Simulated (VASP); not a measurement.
# CoSi (zincblende type) (F-43m) in VASP: further runs

CoSi (zincblende type) is run at these levels: PBE; tasks: single point.

Everything below comes from runs of VASP 6.6.1. Logs are shortened: lines on timing, memory, paths and dates and some standing lists are left out, and cuts for length are marked.

## 1. The cell of the first run

Symmetry: F-43m, No. 216, cubic system. Conventional cell: a = 3.900 Å, b = 3.900 Å, c = 3.900 Å, α = 90.00°, β = 90.00°, γ = 90.00°. Within 2.2 Å of Co (site symmetry -43m) lie 4 Si at 1.69 Å. Within 2.2 Å of Si (site symmetry -43m) lie 4 Co at 1.69 Å.

## 2. Single point, PBE, collinear spin, ferromagnetic start (7.41 Å³/atom)

File INCAR:

```
SYSTEM = CoSi
PREC     = Accurate       ! precision mode
ENCUT    = 520            ! plane-wave cutoff, eV
EDIFF    = 1E-6           ! SCF threshold, eV
ISMEAR   = -1             ! smearing method
SIGMA    = 0.08           ! smearing width, eV
LREAL    = .False.        ! projectors in reciprocal space
LASPH    = .True.         ! aspherical terms in the spheres
NELM     = 150            ! most SCF steps
ALGO     = Normal         ! electronic algorithm
ISIF     = 2              ! what is computed and relaxed
LWAVE    = .False.        ! write WAVECAR
LCHARG   = .False.        ! write CHGCAR
ISPIN    = 2              ! spin polarisation
MAGMOM   = 1.7 0          ! initial moments
LORBIT   = 11             ! projections on sites
LMAXMIX  = 4              ! l up to which the mixer works
GGA      = PE             ! functional
NBANDS   = 18             ! bands
```

File KPOINTS:

```
regular mesh
0
Gamma
  14 14 14
  0 0 0
```

File POSCAR:

```
CoSi
1.0
    0.0000000000      1.9498179614      1.9498179614
    1.9498179614      0.0000000000      1.9498179614
    1.9498179614      1.9498179614      0.0000000000
Co Si
1 1
Direct
    0.0000000000      0.0000000000      0.0000000000
    0.2500000000      0.2500000000      0.2500000000
```

Potentials or basis: VASP PAW PBE potentials, release 64 (Co, Si).

Started as:

```
> cat potpaw_PBE.64/Co/POTCAR potpaw_PBE.64/Si/POTCAR > POTCAR
> mpirun -np 1 vasp_std > vasp.out
```

OUTCAR:

```text
SYSTEM = CoSi
   PREC = Accurate
   ENCUT = 520
   EDIFF = 1E-6
   ISMEAR = -1
   LREAL = .False.
   LASPH = .True.
   NELM = 150
   ISIF = 2
   ISPIN = 2
   LORBIT = 11
   GGA = PE

 ion  position               nearest neighbor table
   1  0.000  0.000  0.000-   2 1.69   2 1.69   2 1.69   2 1.69
   2  0.250  0.250  0.250-   1 1.69   1 1.69   1 1.69   1 1.69

  LATTYP: Found a face centered cubic cell.
 ALAT       =     3.8996359228

  Lattice vectors:

 A1 = (   0.0000000000,   1.9498179614,   1.9498179614)
 A2 = (   1.9498179614,   0.0000000000,   1.9498179614)
 A3 = (   1.9498179614,   1.9498179614,   0.0000000000)

Analysis of symmetry for initial positions (statically):
=====================================================================
 Subroutine PRICEL returns:
 Original cell was already a primitive cell.

 Routine SETGRP: Setting up the symmetry group for a
 face centered cubic supercell.

 Subroutine GETGRP returns: Found 24 space group operations
 (whereof 24 operations were pure point group operations)
 out of a pool of 48 trial point group operations.

The static configuration has the point symmetry T_d .

Analysis of symmetry for dynamics (positions and initial velocities):
=====================================================================
 Subroutine PRICEL returns:
 Original cell was already a primitive cell.

 Routine SETGRP: Setting up the symmetry group for a
 face centered cubic supercell.

 Subroutine GETGRP returns: Found 24 space group operations
 (whereof 24 operations were pure point group operations)
 out of a pool of 48 trial point group operations.

The dynamic configuration has the point symmetry T_d .

Analysis of structural, dynamic, and magnetic symmetry:
=====================================================================
 Subroutine PRICEL returns:
 Original cell was already a primitive cell.

 Routine SETGRP: Setting up the symmetry group for a
 face centered cubic supercell.

 Subroutine GETGRP returns: Found 24 space group operations
 (whereof 24 operations were pure point group operations)
 out of a pool of 48 trial point group operations.

The overall configuration has the point symmetry T_d .

 Subroutine INISYM returns: Found 24 space group operations
 (whereof 24 operations are pure point group operations),
 and found     1 'primitive' translations

----------------------------------------------------------------------------------------

                                     Primitive cell

  volume of cell :      14.8256

  direct lattice vectors                    reciprocal lattice vectors
     0.000000000  1.949817961  1.949817961    -0.256434195  0.256434195  0.256434195
     1.949817961  0.000000000  1.949817961     0.256434195 -0.256434195  0.256434195
     1.949817961  1.949817961  0.000000000     0.256434195  0.256434195 -0.256434195

  length of vectors
     2.757459005  2.757459005  2.757459005     0.444157055  0.444157055  0.444157055

  position of ions in fractional coordinates (direct lattice)
     0.000000000  0.000000000  0.000000000
     0.250000000  0.250000000  0.250000000

  ion indices of the primitive-cell ions
   primitive index   ion index
                 1           1
                 2           2

----------------------------------------------------------------------------------------

 KPOINTS: regular mesh

Automatic generation of k-mesh.
 Grid dimensions read from file:
 generate k-points for:   14   14   14

 Generating k-lattice:

  Cartesian coordinates                     Fractional coordinates (reciprocal lattice)
    -0.018316728  0.018316728  0.018316728     0.071428571  0.000000000  0.000000000
     0.018316728 -0.018316728  0.018316728     0.000000000  0.071428571  0.000000000
     0.018316728  0.018316728 -0.018316728     0.000000000  0.000000000  0.071428571

  Length of vectors
     0.031725504  0.031725504  0.031725504

  Shift w.r.t. Gamma in fractional coordinates (k-lattice)
     0.000000000  0.000000000  0.000000000

 Subroutine IBZKPT returns following result:
 ===========================================

 Found    104 irreducible k-points:

 Following reciprocal coordinates:
            Coordinates               Weight
  0.000000  0.000000  0.000000      1.000000
  0.071429  0.000000  0.000000      8.000000
  0.142857  0.000000  0.000000      8.000000
  0.214286  0.000000  0.000000      8.000000
  0.285714  0.000000  0.000000      8.000000
  0.357143  0.000000  0.000000      8.000000
[... 16 lines left out ...]
  0.214286  0.142857  0.000000     24.000000
  0.285714  0.142857  0.000000     24.000000
 [... further k-points ...]
   k-points           NKPTS =    104   k-points in BZ     NKDIM =    104   number of bands    NBANDS=     18
   number of dos      NEDOS =    301   number of ions     NIONS =      2
   total plane-waves  NPLWV =  13824
   dimension x,y,z NGX =    24 NGY =   24 NGZ =   24
   dimension x,y,z NGXF=    48 NGYF=   48 NGZF=   48
   ions per type =               1   1
   NGX,Y,Z   is equivalent  to a cutoff of  14.47, 14.47, 14.47 a.u.
   NGXF,Y,Z  is equivalent  to a cutoff of  28.94, 28.94, 28.94 a.u.
 SYSTEM =  CoSi
   PREC   = accura    normal or accurate (medium, high low for compatibility)
   ISTART =      0    job   : 0-new  1-cont  2-samecut
   ICHARG =      2    charge: 1-file 2-atom 10-const
   ISPIN  =      2    spin polarized calculation?
   LNONCOLLINEAR =      F non collinear calculations
   LSORBIT =      F    spin-orbit coupling
   LASPH  =      T    aspherical Exc in radial PAW
   ENCUT  =  520.0 eV  38.22 Ry    6.18 a.u.   5.13  5.13  5.13*2*pi/ulx,y,z
   NELM   =    150;   NELMIN=  2; NELMDL= -5     # of ELM steps
   EDIFF  = 0.1E-05   stopping-criterion for ELM
   LREAL  =      F    real-space projection
   EDIFFG = 0.1E-04   stopping-criterion for IOM
   NSW    =      0    number of steps for IOM
   IBRION =     -1    ionic relax: 0-MD 1-quasi-New 2-CG
   NFREE  =      0    steps in history (QN), initial steepest desc. (CG)
   ISIF   =      2    stress and relaxation
   ISYM   =      2    0-nonsym 1-usesym 2-fastsym
   POTIM  = 0.5000    time-step for ionic-motion
   TEBEG  =    0.0;   TEEND  =   0.0 temperature during run
   PSTRESS=    0.0 pullay stress
   NELECT =      13.0000    total number of electrons
   NUPDOWN=      -1.0000    fix difference up-down
   EMIN   =  10.00;   EMAX   =-10.00  energy-range for DOS
   EFERMI =   0.00;   METHOD = LEGACY
   ISMEAR =    -1;   SIGMA  =   0.08  broadening in eV -4-tet -1-fermi 0-gaus
   EFERMI_NEDOS =   21; number of points for ismear=-14 and -15
   IALGO  =     38    algorithm
   IMIX   =      4    mixing-type and parameters
     AMIX     =   0.40;   BMIX     =  1.00
     AMIX_MAG =   1.60;   BMIX_MAG =  1.00
  volume/ion in A,a.u.               =       7.41        50.02
  Fermi-wavevector in a.u.,A,eV,Ry     =   1.566938  2.961084 33.406323  2.455295
  Thomas-Fermi vector in A             =   2.669192
   LORBIT       =     11    0 simple, 1 ext, 2 COOP (PROOUT), +10 PAW based schemes
   GGA     = PE    functional components
   LHFCALC =     F    Hartree Fock is set to
   AEXX    =    0.0000 exact exchange contribution
   IVDW    =     0    specifies the selected vdW correction
   LEPSILON=     F    determine dielectric tensor
   LRPA    =     F    only Hartree local field effects (RPA)
 spin polarized calculation
  energy-cutoff  :      520.00
  volume of cell :       14.83
 maximum number of plane-waves:       411
 NGX is ok and might be reduce to    24
   NGX = 11   NGY = 11   NGZ = 11

 number of electron      13.0000002 magnetization      -0.0004600

 number of electron      13.0000002 magnetization       0.0000377

 Free energy of the ion-electron system (eV)
  ---------------------------------------------------
  ext. energy  EPLUGINS =         0.00000000
  ---------------------------------------------------
  free energy    TOTEN  =         0.82992982 eV

  energy without entropy =        0.84002358  energy(sigma->0) =        0.83497670

 E-fermi :  19.0529     XC(G=0): -14.6354

 val. band max:       19.0259783984   @ k =  -0.2857   0.3571   0.0714
 cond. band min:      19.0603661834   @ k =  -0.2857   0.2143   0.0714
 fundamental gap:      0.0343877850
 Fermi energy:        19.0529425988

 spin component 1

 k-point     1 :       0.0000    0.0000    0.0000
  band No.  band energies     occupation
      1       2.8554      1.00000
      2      12.8852      1.00000
      3      12.8852      1.00000
      4      12.8852      1.00000
      5      14.8360      1.00000
      6      14.8360      1.00000
[... 10 lines left out ...]
     17      41.7858      0.00000
     18      41.7858      0.00000
[... 463 lines left out ...]
 k-point    24 :       0.2857    0.1429    0.0000
  band No.  band energies     occupation
      1       5.0675      1.00000
      2      12.1064      1.00000
      3      13.1407      1.00000
      4      13.4564      1.00000
      5      14.2455      1.00000
      6      15.3670      1.00000
[... 10 lines left out ...]
     17      46.9685      0.00000
     18      48.3685      0.00000

 [... further k-points ...]

 spin component 2

 k-point     1 :       0.0000    0.0000    0.0000
  band No.  band energies     occupation
      1       2.8555      1.00000
      2      12.8853      1.00000
      3      12.8853      1.00000
      4      12.8853      1.00000
      5      14.8360      1.00000
      6      14.8360      1.00000
[... 10 lines left out ...]
     17      41.7859      0.00000
     18      41.7859      0.00000
[... 463 lines left out ...]
 k-point    24 :       0.2857    0.1429    0.0000
  band No.  band energies     occupation
      1       5.0675      1.00000
      2      12.1065      1.00000
      3      13.1408      1.00000
      4      13.4564      1.00000
      5      14.2455      1.00000
      6      15.3671      1.00000
[... 10 lines left out ...]
     17      46.9686      0.00000
     18      48.3685      0.00000

 [... further k-points ...]
[... 5 lines left out ...]
  --------------------------------------------------------------------------------------
  -------------------------------------------------------------------------------------
  Total       40.1477595     40.1477595     40.1477595      0.0000000     -0.0000000     -0.0000000
  in kB     4338.7007887   4338.7007887   4338.7007887      0.0000000     -0.0000000     -0.0000000
  external PRESSURE =    4338.7007887 kB  Pullay stress =       0.0000000 kB

 VOLUME and BASIS-vectors are now :
 -----------------------------------------------------------------------------
  energy-cutoff  :      520.00
  volume of cell :       14.83
      direct lattice vectors                 reciprocal lattice vectors
     0.000000000  1.949817961  1.949817961    -0.256434195  0.256434195  0.256434195
     1.949817961  0.000000000  1.949817961     0.256434195 -0.256434195  0.256434195
     1.949817961  1.949817961  0.000000000     0.256434195  0.256434195 -0.256434195

 POSITION                                       TOTAL-FORCE (eV/Angst)
 -----------------------------------------------------------------------------------
      0.00000      0.00000      0.00000         0.000000      0.000000      0.000000
      0.97491      0.97491      0.97491        -0.000000     -0.000000     -0.000000
 -----------------------------------------------------------------------------------
    total drift:                               -0.000000     -0.000000     -0.000000

  FREE ENERGIE OF THE ION-ELECTRON SYSTEM (eV)
  ---------------------------------------------------
  free  energy   TOTEN  =         0.8299298194 eV

  energy  without entropy=        0.8400235781  energy(sigma->0) =        0.83497670

 total charge

# of ion       s       p       d       tot
------------------------------------------
    1        0.946   0.999   8.850  10.796
    2        1.026   1.415   0.000   2.441
--------------------------------------------------
tot          1.972   2.414   8.850  13.236

 magnetization (x)

# of ion       s       p       d       tot
------------------------------------------
    1        0.000   0.000   0.000   0.000
    2       -0.000   0.000   0.000  -0.000
--------------------------------------------------
tot          0.000   0.000   0.000   0.000
```

It took 2.1 min on 1 thread of AMD EPYC 7R13, shared host; peak memory 0.15 GiB.

Results:

```
Free energy : 0.8299 eV
Pressure    : 433.9 GPa
Net moment  : 0.00 μB per cell
```

Caveat: atoms lie so close that the PAW spheres overlap strongly, which falsifies energies and pressures; the cell stands under pressure; the moments typed at the start vanished in this run.

## 3. Single point, PBE, collinear spin, ferromagnetic start (9.06 Å³/atom)

This run uses another cell than the first one, of 9.06 Å³/atom.

File INCAR:

```
PREC = Accurate ; ENCUT = 520
EDIFF = 1E-6 ; ISMEAR = -1
SIGMA = 0.08 ; LREAL = False
LASPH = True ; NELM = 150
ALGO = Normal ; ISIF = 2
LWAVE = False ; LCHARG = False
ISPIN = 2 ; MAGMOM = 1.7 0
LORBIT = 11 ; LMAXMIX = 4
GGA = PE ; NBANDS = 18
```

File KPOINTS:

```
Automatic mesh
0
Gamma
  14 14 14
```

File POSCAR:

```
CoSi
1.0
    0.0000000000      2.0847026828      2.0847026828
    2.0847026828      0.0000000000      2.0847026828
    2.0847026828      2.0847026828      0.0000000000
Co Si
1 1
Direct
    0.0000000000      0.0000000000      0.0000000000
    0.2500000000      0.2500000000      0.2500000000
```

Potentials or basis: VASP PAW PBE potentials, release 64 (Co, Si).

Started as:

```
> cat potpaw_PBE.64/Co/POTCAR potpaw_PBE.64/Si/POTCAR > POTCAR
> mpirun -np 1 vasp_std > vasp.out
```

It took 2.2 min on 1 thread of AMD EPYC 7R13, shared host; peak memory 0.16 GiB.

Results (log left out):

| Property | Result |
| --- | --- |
| Free energy | -5.6152 eV |
| Pressure | 219.3 GPa |
| Net moment | 0.00 μB per cell |
| Valence electrons inside the program's atomic spheres | Co 10.03; Si 2.20 |

Levels at points of the mesh, in eV from the Fermi level:
Spin up:
| k point | band 2 | band 3 | band 4 | band 5 | band 6 | band 7 | band 8 | band 9 | band 10 | band 11 |
| --- | --- | --- | --- | --- | --- | --- | --- | --- | --- | --- |
| (0.00, 0.00, 0.00) | -4.74 | -4.74 | -4.74 | -2.90 | -2.90 | 9.42 | 9.42 | 9.42 | 12.41 | 12.41 |
| (0.50, 0.00, 0.00) | -7.43 | -4.55 | -4.55 | -2.33 | -2.33 | -1.13 | 6.88 | 6.88 | 10.32 | 11.55 |
| (0.50, 0.50, 0.00) | -7.37 | -4.54 | -2.61 | -2.61 | -1.86 | 0.12 | 1.32 | 1.32 | 7.93 | 9.99 |
Spin down:
| k point | band 3 | band 4 | band 5 | band 6 | band 7 | band 8 | band 9 | band 10 |
| --- | --- | --- | --- | --- | --- | --- | --- | --- |
| (0.00, 0.00, 0.00) | -4.74 | -4.74 | -2.90 | -2.90 | 9.42 | 9.42 | 9.42 | 12.41 |
| (0.50, 0.00, 0.00) | -4.55 | -4.55 | -2.33 | -2.33 | -1.13 | 6.88 | 6.88 | 10.32 |
| (0.50, 0.50, 0.00) | -4.54 | -2.60 | -2.60 | -1.86 | 0.12 | 1.32 | 1.32 | 7.93 |

Caveat: the cell stands under pressure; the moments typed at the start vanished in this run.
